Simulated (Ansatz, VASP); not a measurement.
**Two plane-wave programs on BRu3**

```
B Ru
1.0
     4.63736    0.00000    0.00000
     0.00000    4.63736    0.00000
     0.00000    0.00000    4.63736
B Ru
2 6
Direct
  0.00000 0.00000 0.00000
  0.50000 0.50000 0.50000
  0.25000 0.00000 0.50000
  0.50000 0.75000 0.00000
  0.75000 0.00000 0.50000
  0.50000 0.25000 0.00000
  0.00000 0.50000 0.75000
  0.00000 0.50000 0.25000
```

Change from the starting cell: species swapped into the Cr3Ga type (Pm-3n, No. 223).

Alike in both runs: functional PBE; k mesh 4 × 4 × 4; occupations gaussian, width 0.1 eV; no spin polarisation.

Ansatz relaxed the structure, and its values are those at the end. VASP's run is a single point on that final structure, the one shown.

```csv
,VASP,Ansatz
version,VASP 6.6.1,Ansatz 0.2.0
potentials or method,"VASP PAW PBE potentials, release 64 (B, Ru_pv), cutoff 500 eV","scalar-relativistic, plane waves, PAW"
valence electrons in the cell,90,102
```

Ansatz gave:

- gap on the k mesh at the Fermi level (eV): none
- pressure (GPa): 0.0

**Question.** What did VASP give for the same quantities?

**Answer.** gap on the k mesh at the Fermi level (eV): none; pressure (GPa): 0.2.

A gap of «none» marks a metal or a gap that the smearing closes. The functional is the same, so the differences come from potentials, cutoffs and numerics. VASP's potentials hold 90 valence electrons a cell and Ansatz's 102, so a difference there can come from the potentials and not from the codes.
